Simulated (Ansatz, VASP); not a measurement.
# HgTe in VASP and in Ansatz

```
Hg Te
1.0
     3.26307   -3.13055    0.00000
     3.26307    3.13055    0.00000
     0.00000    0.00000    5.87818
Hg Te
2 2
Cartesian
  3.2631 1.0522 4.4086
  3.2631 -1.0522 1.4695
  3.2631 -1.6952 4.4086
  3.2631 1.6952 1.4695
```

Change from the starting cell: strain +0.1000 x Voigt [1, -1, 0, 0, 0, 0], atoms carried along.

Alike in both runs: task single point; functional PBE; k mesh 10 × 10 × 8; occupations gaussian, width 0.15 eV; no spin polarisation.

|  | VASP | Ansatz |
| --- | --- | --- |
| version | VASP 6.6.1 | Ansatz 0.2.0 |
| potentials or method | VASP PAW PBE potentials, release 64 (Hg, Te), cutoff 520 eV | scalar-relativistic, plane waves, PAW |
| valence electrons in the cell | 36 | 72 |

```csv
,VASP,Ansatz,Ansatz less VASP
gap on the k mesh at the Fermi level (eV),none,none,-
pressure (GPa),1.3,1.2,-0.11
"traceless stress, the component that is largest in VASP (GPa)",3.60,3.54,-0.057
rms of the force components (eV/Å),0.486,0.474,-0.0126
```

Atom by atom the forces differ by 0.013 eV/Å (rms over components). A gap of «none» marks a metal or a gap that the smearing closes. The functional is the same, so the differences come from potentials, cutoffs and numerics. VASP's potentials hold 36 valence electrons a cell and Ansatz's 72, so a difference there can come from the potentials and not from the codes.

Spin-orbit coupling is off throughout.
